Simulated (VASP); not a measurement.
# Cr (Pm-3m) in VASP: further runs

The runs below take Cr through single point, with LDA.

All numbers are computed with VASP 6.6.1; they aren't measurements. Logs are shortened: lines on timing, memory, paths and dates and some standing lists are left out, and cuts for length are marked.

## (1) The cell of the first run

Symmetry: Pm-3m, No. 221, cubic system. The conventional cell has a = 2.006 Å, b = 2.006 Å, c = 2.006 Å, α = 90.00°, β = 90.00°, γ = 90.00°. Cr (site symmetry m-3m) has 6 Cr at 2.01 Å within 2.7 Å.

## (2) Single point, LDA, collinear spin, ferromagnetic start

INCAR

```
  PREC = Accurate
  ENCUT = 520
  EDIFF = 1E-7
  ISMEAR = -1
  SIGMA = 0.1
  LREAL = F
  LASPH = T
  NELM = 150
  ALGO = Normal
  ISIF = 2
  LWAVE = F
  LCHARG = F
  ISPIN = 2
  MAGMOM = 2
  LORBIT = 11
  LMAXMIX = 4
  NBANDS = 16
```

KPOINTS

```
regular mesh
0
Gamma
  19 19 19
```

POSCAR

```
Cr
1.0
    2.0055397456      0.0000000000      0.0000000000
    0.0000000000      2.0055397456      0.0000000000
    0.0000000000      0.0000000000      2.0055397456
Cr
1
Direct
    0.0000000000      0.0000000000      0.0000000000
```

Potentials or basis: VASP PAW LDA potentials, release 64 (Cr_pv).

The run is started by

```sh
> cat potpaw_LDA.64/Cr_pv/POTCAR > POTCAR
> mpirun -np 1 vasp_std > vasp.out
```

OUTCAR:

```text
PREC = Accurate
   ENCUT = 520
   EDIFF = 1E-7
   ISMEAR = -1
   LREAL = F
   LASPH = T
   NELM = 150
   ISIF = 2
   ISPIN = 2
   LORBIT = 11

 ion  position               nearest neighbor table
   1  0.000  0.000  0.000-

  LATTYP: Found a simple cubic cell.
 ALAT       =     2.0055397456

  Lattice vectors:

 A1 = (   2.0055397456,   0.0000000000,   0.0000000000)
 A2 = (   0.0000000000,   2.0055397456,   0.0000000000)
 A3 = (   0.0000000000,   0.0000000000,   2.0055397456)

Analysis of symmetry for initial positions (statically):
=====================================================================
 Subroutine PRICEL returns:
 Original cell was already a primitive cell.

 Routine SETGRP: Setting up the symmetry group for a
 simple cubic supercell.

 Subroutine GETGRP returns: Found 48 space group operations
 (whereof 48 operations were pure point group operations)
 out of a pool of 48 trial point group operations.

The static configuration has the point symmetry O_h .

Analysis of symmetry for dynamics (positions and initial velocities):
=====================================================================
 Subroutine PRICEL returns:
 Original cell was already a primitive cell.

 Routine SETGRP: Setting up the symmetry group for a
 simple cubic supercell.

 Subroutine GETGRP returns: Found 48 space group operations
 (whereof 48 operations were pure point group operations)
 out of a pool of 48 trial point group operations.

The dynamic configuration has the point symmetry O_h .

Analysis of structural, dynamic, and magnetic symmetry:
=====================================================================
 Subroutine PRICEL returns:
 Original cell was already a primitive cell.

 Routine SETGRP: Setting up the symmetry group for a
 simple cubic supercell.

 Subroutine GETGRP returns: Found 48 space group operations
 (whereof 48 operations were pure point group operations)
 out of a pool of 48 trial point group operations.

The overall configuration has the point symmetry O_h .

 Subroutine INISYM returns: Found 48 space group operations
 (whereof 48 operations are pure point group operations),
 and found     1 'primitive' translations

----------------------------------------------------------------------------------------

                                     Primitive cell

  volume of cell :       8.0667

  direct lattice vectors                    reciprocal lattice vectors
     2.005539746  0.000000000  0.000000000     0.498618889  0.000000000  0.000000000
     0.000000000  2.005539746  0.000000000     0.000000000  0.498618889  0.000000000
     0.000000000  0.000000000  2.005539746     0.000000000  0.000000000  0.498618889

  length of vectors
     2.005539746  2.005539746  2.005539746     0.498618889  0.498618889  0.498618889

  position of ions in fractional coordinates (direct lattice)
     0.000000000  0.000000000  0.000000000

  ion indices of the primitive-cell ions
   primitive index   ion index
                 1           1

----------------------------------------------------------------------------------------

 KPOINTS: regular mesh

Automatic generation of k-mesh.
 Grid dimensions read from file:
 generate k-points for:   19   19   19

 Generating k-lattice:

  Cartesian coordinates                     Fractional coordinates (reciprocal lattice)
     0.026243099  0.000000000  0.000000000     0.052631579  0.000000000  0.000000000
     0.000000000  0.026243099  0.000000000     0.000000000  0.052631579  0.000000000
     0.000000000  0.000000000  0.026243099     0.000000000  0.000000000  0.052631579

  Length of vectors
     0.026243099  0.026243099  0.026243099

  Shift w.r.t. Gamma in fractional coordinates (k-lattice)
     0.000000000  0.000000000  0.000000000

 Subroutine IBZKPT returns following result:
 ===========================================

 Found    220 irreducible k-points:

 Following reciprocal coordinates:
            Coordinates               Weight
  0.000000  0.000000  0.000000      1.000000
  0.052632  0.000000  0.000000      6.000000
  0.105263  0.000000  0.000000      6.000000
  0.157895  0.000000  0.000000      6.000000
  0.210526  0.000000  0.000000      6.000000
  0.263158  0.000000  0.000000      6.000000
[... 16 lines left out ...]
  0.263158  0.105263  0.000000     24.000000
  0.315789  0.105263  0.000000     24.000000
 [... further k-points ...]
   k-points           NKPTS =    220   k-points in BZ     NKDIM =    220   number of bands    NBANDS=     16
   number of dos      NEDOS =    301   number of ions     NIONS =      1
   total plane-waves  NPLWV =   4096
   dimension x,y,z NGX =    16 NGY =   16 NGZ =   16
   dimension x,y,z NGXF=    32 NGYF=   32 NGZF=   32
   ions per type =               1
   NGX,Y,Z   is equivalent  to a cutoff of  13.26, 13.26, 13.26 a.u.
   NGXF,Y,Z  is equivalent  to a cutoff of  26.53, 26.53, 26.53 a.u.
 SYSTEM =  unknown system
   PREC   = accura    normal or accurate (medium, high low for compatibility)
   ISTART =      0    job   : 0-new  1-cont  2-samecut
   ICHARG =      2    charge: 1-file 2-atom 10-const
   ISPIN  =      2    spin polarized calculation?
   LNONCOLLINEAR =      F non collinear calculations
   LSORBIT =      F    spin-orbit coupling
   LASPH  =      T    aspherical Exc in radial PAW
   ENCUT  =  520.0 eV  38.22 Ry    6.18 a.u.   3.73  3.73  3.73*2*pi/ulx,y,z
   NELM   =    150;   NELMIN=  2; NELMDL= -5     # of ELM steps
   EDIFF  = 0.1E-06   stopping-criterion for ELM
   LREAL  =      F    real-space projection
   EDIFFG = 0.1E-05   stopping-criterion for IOM
   NSW    =      0    number of steps for IOM
   IBRION =     -1    ionic relax: 0-MD 1-quasi-New 2-CG
   NFREE  =      0    steps in history (QN), initial steepest desc. (CG)
   ISIF   =      2    stress and relaxation
   ISYM   =      2    0-nonsym 1-usesym 2-fastsym
   POTIM  = 0.5000    time-step for ionic-motion
   TEBEG  =    0.0;   TEEND  =   0.0 temperature during run
   PSTRESS=    0.0 pullay stress
   NELECT =      12.0000    total number of electrons
   NUPDOWN=      -1.0000    fix difference up-down
   EMIN   =  10.00;   EMAX   =-10.00  energy-range for DOS
   EFERMI =   0.00;   METHOD = LEGACY
   ISMEAR =    -1;   SIGMA  =   0.10  broadening in eV -4-tet -1-fermi 0-gaus
   EFERMI_NEDOS =   21; number of points for ismear=-14 and -15
   IALGO  =     38    algorithm
   IMIX   =      4    mixing-type and parameters
     AMIX     =   0.40;   BMIX     =  1.00
     AMIX_MAG =   1.60;   BMIX_MAG =  1.00
  volume/ion in A,a.u.               =       8.07        54.44
  Fermi-wavevector in a.u.,A,eV,Ry     =   1.868834  3.531583 47.518880  3.492539
  Thomas-Fermi vector in A             =   2.915004
   LORBIT       =     11    0 simple, 1 ext, 2 COOP (PROOUT), +10 PAW based schemes
   GGA     = CA    functional components
   LHFCALC =     F    Hartree Fock is set to
   AEXX    =    0.0000 exact exchange contribution
   IVDW    =     0    specifies the selected vdW correction
   LEPSILON=     F    determine dielectric tensor
   LRPA    =     F    only Hartree local field effects (RPA)
 spin polarized calculation
  energy-cutoff  :      520.00
  volume of cell :        8.07
 maximum number of plane-waves:       228
 NGX is ok and might be reduce to    16
   NGX =  7   NGY =  7   NGZ =  7

 number of electron      11.9999995 magnetization       0.0001805

 number of electron      11.9999995 magnetization      -0.0000509

 Free energy of the ion-electron system (eV)
  ---------------------------------------------------
  ext. energy  EPLUGINS =         0.00000000
  ---------------------------------------------------
  free energy    TOTEN  =        -7.89013796 eV

  energy without entropy =       -7.86066947  energy(sigma->0) =       -7.87540372

 E-fermi :  16.9406     XC(G=0): -16.0765

 val. band max:       16.9175203533   @ k =   0.3158   0.2632   0.2105
 cond. band min:      16.9796063342   @ k =   0.4211   0.3158   0.1579
 fundamental gap:      0.0620859809
 Fermi energy:        16.9405953178

 spin component 1

 k-point     1 :       0.0000    0.0000    0.0000
  band No.  band energies     occupation
      1     -24.4372      1.00000
      2     -24.4372      1.00000
      3     -24.4372      1.00000
      4       8.4374      1.00000
      5      11.1546      1.00000
      6      11.1546      1.00000
[... 8 lines left out ...]
     15      50.6880      0.00000
     16      56.8731      0.00000

 k-point     2 :       0.0526    0.0000    0.0000
  band No.  band energies     occupation
      1     -24.5508      1.00000
      2     -24.4277      1.00000
      3     -24.4277      1.00000
      4       8.5719      1.00000
      5      11.1890      1.00000
      6      11.3021      1.00000
[... 8 lines left out ...]
     15      51.3001      0.00000
     16      57.3936      0.00000

 k-point     3 :       0.1053    0.0000    0.0000
  band No.  band energies     occupation
      1     -24.8740      1.00000
      2     -24.3999      1.00000
      3     -24.3999      1.00000
      4       8.9457      1.00000
      5      11.2896      1.00000
      6      11.7471      1.00000
[... 8 lines left out ...]
     15      52.2351      0.00000
     16      59.0673      0.00000

 k-point     4 :       0.1579    0.0000    0.0000
  band No.  band energies     occupation
      1     -25.3600      1.00000
      2     -24.3568      1.00000
      3     -24.3568      1.00000
      4       9.4895      1.00000
      5      11.4482      1.00000
      6      12.4807      1.00000
[... 8 lines left out ...]
     15      52.7373      0.00000
     16      61.7776      0.00000
[... 324 lines left out ...]
 k-point    22 :       0.2105    0.1053    0.0000
  band No.  band energies     occupation
      1     -25.8943      1.00000
      2     -24.7212      1.00000
      3     -24.2666      1.00000
      4      10.5513      1.00000
      5      12.1130      1.00000
      6      13.6190      1.00000
[... 8 lines left out ...]
     15      55.2164      0.00000
     16      61.3470      0.00000

 k-point    23 :       0.2632    0.1053    0.0000
  band No.  band energies     occupation
      1     -26.5001      1.00000
      2     -24.6556      1.00000
      3     -24.2079      1.00000
      4      11.1925      1.00000
      5      12.3545      1.00000
      6      14.5396      1.00000
[... 8 lines left out ...]
     15      55.4879      0.00000
     16      60.6375      0.00000

 k-point    24 :       0.3158    0.1053    0.0000
  band No.  band energies     occupation
      1     -27.0692      1.00000
      2     -24.5912      1.00000
      3     -24.1504      1.00000
      4      11.8453      1.00000
      5      12.6138      1.00000
      6      15.1608      1.00000
[... 8 lines left out ...]
     15      55.1213      0.00000
     16      59.8976      0.00000

 [... further k-points ...]

 spin component 2

 k-point     1 :       0.0000    0.0000    0.0000
  band No.  band energies     occupation
      1     -24.4371      1.00000
      2     -24.4371      1.00000
      3     -24.4371      1.00000
      4       8.4373      1.00000
      5      11.1545      1.00000
      6      11.1545      1.00000
[... 8 lines left out ...]
     15      50.6879      0.00000
     16      56.8730      0.00000

 k-point     2 :       0.0526    0.0000    0.0000
  band No.  band energies     occupation
      1     -24.5507      1.00000
      2     -24.4276      1.00000
      3     -24.4276      1.00000
      4       8.5717      1.00000
      5      11.1889      1.00000
      6      11.3020      1.00000
[... 8 lines left out ...]
     15      51.3000      0.00000
     16      57.3935      0.00000

 k-point     3 :       0.1053    0.0000    0.0000
  band No.  band energies     occupation
      1     -24.8740      1.00000
      2     -24.3998      1.00000
      3     -24.3998      1.00000
      4       8.9455      1.00000
      5      11.2896      1.00000
      6      11.7471      1.00000
[... 8 lines left out ...]
     15      52.2350      0.00000
     16      59.0673      0.00000

 k-point     4 :       0.1579    0.0000    0.0000
  band No.  band energies     occupation
      1     -25.3599      1.00000
      2     -24.3567      1.00000
      3     -24.3567      1.00000
      4       9.4893      1.00000
      5      11.4482      1.00000
      6      12.4807      1.00000
[... 8 lines left out ...]
     15      52.7372      0.00000
     16      61.7775      0.00000
[... 324 lines left out ...]
 k-point    22 :       0.2105    0.1053    0.0000
  band No.  band energies     occupation
      1     -25.8942      1.00000
      2     -24.7211      1.00000
      3     -24.2665      1.00000
      4      10.5512      1.00000
      5      12.1130      1.00000
      6      13.6189      1.00000
[... 8 lines left out ...]
     15      55.2163      0.00000
     16      61.3469      0.00000

 k-point    23 :       0.2632    0.1053    0.0000
  band No.  band energies     occupation
      1     -26.5000      1.00000
      2     -24.6556      1.00000
      3     -24.2078      1.00000
      4      11.1924      1.00000
      5      12.3544      1.00000
      6      14.5395      1.00000
[... 8 lines left out ...]
     15      55.4878      0.00000
     16      60.6374      0.00000

 k-point    24 :       0.3158    0.1053    0.0000
  band No.  band energies     occupation
      1     -27.0692      1.00000
      2     -24.5911      1.00000
      3     -24.1503      1.00000
      4      11.8452      1.00000
      5      12.6138      1.00000
      6      15.1608      1.00000
[... 8 lines left out ...]
     15      55.1212      0.00000
     16      59.8975      0.00000

 [... further k-points ...]

------------------------ aborting loop because EDIFF is reached ----------------------------------------

  FORCE on cell =-STRESS in cart. coord.  units (eV):
  Direction    XX          YY          ZZ          XY          YZ          ZX
  --------------------------------------------------------------------------------------
  -------------------------------------------------------------------------------------
  Total       10.1808369     10.1808369     10.1808369      0.0000000      0.0000000     -0.0000000
  in kB     2022.0888947   2022.0888947   2022.0888947      0.0000000      0.0000000     -0.0000000
  external PRESSURE =    2022.0888947 kB  Pullay stress =       0.0000000 kB

 VOLUME and BASIS-vectors are now :
 -----------------------------------------------------------------------------
  energy-cutoff  :      520.00
  volume of cell :        8.07
      direct lattice vectors                 reciprocal lattice vectors
     2.005539746  0.000000000  0.000000000     0.498618889  0.000000000  0.000000000
     0.000000000  2.005539746  0.000000000     0.000000000  0.498618889  0.000000000
     0.000000000  0.000000000  2.005539746     0.000000000  0.000000000  0.498618889

 POSITION                                       TOTAL-FORCE (eV/Angst)
 -----------------------------------------------------------------------------------
      0.00000      0.00000      0.00000         0.000000      0.000000      0.000000
 -----------------------------------------------------------------------------------
    total drift:                               -0.000000     -0.000000      0.000000

  FREE ENERGIE OF THE ION-ELECTRON SYSTEM (eV)
  ---------------------------------------------------
  free  energy   TOTEN  =        -7.8901379635 eV

  energy  without entropy=       -7.8606694716  energy(sigma->0) =       -7.87540372

 total charge

# of ion       s       p       d       tot
------------------------------------------
    1        0.546   6.558   5.232  12.336

 magnetization (x)

# of ion       s       p       d       tot
------------------------------------------
    1        0.000  -0.000  -0.000  -0.000
```

Run time: 22 s. Hardware: 1 thread of Intel Xeon Platinum 8259CL at 2.50GHz (Skylake/Cascade Lake), shared host; peak memory 0.14 GiB.

Results:

```yaml
Free_energy: -7.8901 eV
Pressure: 202.2 GPa
Band_gap_on_the_k_mesh: zero (filled and empty bands overlap)
Net_moment: 0.00 μB per cell
```

Levels at points of the mesh, in eV from the Fermi level:
Spin up:
| k point | band 3 | band 4 | band 5 | band 6 | band 7 | band 8 | band 9 | band 10 |
| --- | --- | --- | --- | --- | --- | --- | --- | --- |
| (0.00, 0.00, 0.00) | -41.38 | -8.50 | -5.79 | -5.79 | 4.40 | 4.40 | 4.40 | 6.17 |
Spin down:
```
           k point  band 3  band 4  band 5  band 6  band 7  band 8  band 9  band 10
(0.00, 0.00, 0.00)  -41.38   -8.50   -5.79   -5.79    4.40    4.40    4.40     6.17
```

Caveat: the starting moments collapsed, and a magnetic state may lie lower.

## (3) Single point, LDA, collinear spin, ferromagnetic start

INCAR

```
SYSTEM = Cr
  ALGO = Normal
  EDIFF = 1E-7
  ENCUT = 520
  ISIF = 2
  ISMEAR = -1
  ISPIN = 2
  LASPH = .True.
  LCHARG = .False.
  LMAXMIX = 4
  LORBIT = 11
  LREAL = .False.
  LWAVE = .False.
  MAGMOM = 2
  NBANDS = 16
  NELM = 150
  PREC = Accurate
  SIGMA = 0.1
```

KPOINTS

```
k-points
0
Gamma
  19 19 19
  0 0 0
```

POSCAR

```
Cr
1.0
    2.0063658757      0.0000000000      0.0000000000
    0.0000000000      2.0063658757      0.0000000000
    0.0000000000      0.0000000000      2.0063658757
Cr
1
Direct
    0.0000000000      0.0000000000      0.0000000000
```

Potentials or basis: VASP PAW LDA potentials, release 64 (Cr_pv).

The run is started by

```sh
> cat potpaw_LDA.64/Cr_pv/POTCAR > POTCAR
> mpirun -np 1 vasp_std > vasp.out
```

Run time: 22 s. Hardware: 1 thread of Intel Xeon Platinum 8259CL at 2.50GHz (Skylake/Cascade Lake), shared host; peak memory 0.15 GiB.

It converged, with:

```
Free energy            : -7.9027 eV
Pressure               : 201.0 GPa
Band gap on the k mesh : zero (filled and empty bands overlap)
Net moment             : 0.00 μB per cell
```

Levels at points of the mesh, in eV from the Fermi level:
Spin up:
```tsv
k point	band 4	band 5	band 6	band 7	band 8	band 9
(0.00, 0.00, 0.00)	-8.50	-5.78	-5.78	4.39	4.39	4.39
```
Spin down:
```
           k point  band 4  band 5  band 6  band 7  band 8  band 9
(0.00, 0.00, 0.00)   -8.50   -5.78   -5.78    4.39    4.39    4.39
```

Caveat: the starting moments collapsed, and a magnetic state may lie lower.
